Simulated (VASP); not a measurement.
A run of VASP 6.6.1 is set up as follows.

The input INCAR:

```
SYSTEM = Bi
PREC     = Accurate       ! precision mode
ENCUT    = 520            ! plane-wave cutoff, eV
EDIFF    = 1E-7           ! SCF threshold, eV
ISMEAR   = 0              ! smearing method
SIGMA    = 0.15           ! smearing width, eV
LREAL    = .FALSE.        ! projectors in reciprocal space
LASPH    = .TRUE.         ! aspherical terms in the spheres
NELM     = 60             ! most SCF steps
ALGO     = Fast           ! electronic algorithm
ISIF     = 2              ! what is computed and relaxed
LWAVE    = .FALSE.        ! write WAVECAR
LCHARG   = .TRUE.         ! write CHGCAR
GGA      = PS             ! functional
LELF     = .TRUE.         ! ELF
LVHAR    = .TRUE.       
NBANDS   = 14             ! bands
```

The input KPOINTS:

```
regular mesh
0
G
  18 18 18
  0 0 0
```

Contents of POSCAR:

```
Bi
1.0
   -1.9591394383      1.9814305318      1.9591394383
    2.0037216253     -1.9814305318      2.0037216253
    1.9591394383      1.9814305318     -1.9591394383
Bi
1
Direct
    0.0000000000      0.0000000000      0.0000000000
```

Potentials or basis: VASP PAW PBE potentials, release 64 (Bi_d).

Command:

```bash
$ cat potpaw_PBE.64/Bi_d/POTCAR > POTCAR
$ mpirun -np 1 vasp_std > vasp.out
```

**Question.** What does it give for the pressure?

**Answer.** -2.0 GPa.

Stress tensor (GPa, compression positive):
```
-2.00  0.00 -0.42
 0.00 -2.00  0.00
-0.42  0.00 -2.00
```

Caveat: the cell differs from its parent crystal (strain +0.0225 x Voigt [0, 0, 0, 0, 1, 0]); the PAW data sets were made with another functional, which shifts forces and pressure a little.
